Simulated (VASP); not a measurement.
SrCl2, 3 atoms in the cell. Symmetry: Fm-3m, No. 225, cubic system. Conventional cell: a = 6.884 Å, b = 6.884 Å, c = 6.884 Å, α = 90.00°, β = 90.00°, γ = 90.00°. Sr (site symmetry m-3m) has 8 Cl at 2.98 Å within 3.9 Å. Within 3.9 Å of Cl (site symmetry -43m) lie 4 Sr at 2.98 Å and 6 Cl at 3.44 Å. 

```yaml
Program: VASP 6.6.1
Task: single point
Functional: r2SCAN
Potentials_or_basis: VASP PAW PBE potentials, release 64 (Sr_sv, Cl)
Cutoff: 520 eV
k_mesh: 6 × 6 × 6
Occupations: gaussian, width 0.02 eV
Spin: no spin polarisation
Dipole_correction: no
Further_INCAR_settings: ALGO = Normal; EDIFF = 1e-07; NBANDS = 19
```

Potentials or basis: VASP PAW PBE potentials, release 64 (Sr_sv, Cl).

Launch:

```sh
$ cat potpaw_PBE.64/Sr_sv/POTCAR potpaw_PBE.64/Cl/POTCAR > POTCAR
$ cp INCAR.step1 INCAR
$ mpirun -np 1 vasp_std > vasp.out
$ cp INCAR.step2 INCAR
$ mpirun -np 1 vasp_std > vasp.out
```

Hardware: 1 thread of Intel(R) Xeon(R) 6975P-C (Granite Rapids), on a shared host.

How long does it take, and how much memory?

It took 57 s on 1 thread of Intel(R) Xeon(R) 6975P-C (Granite Rapids), on a shared host, peak memory 0.22 GiB. Counts: k points 16.
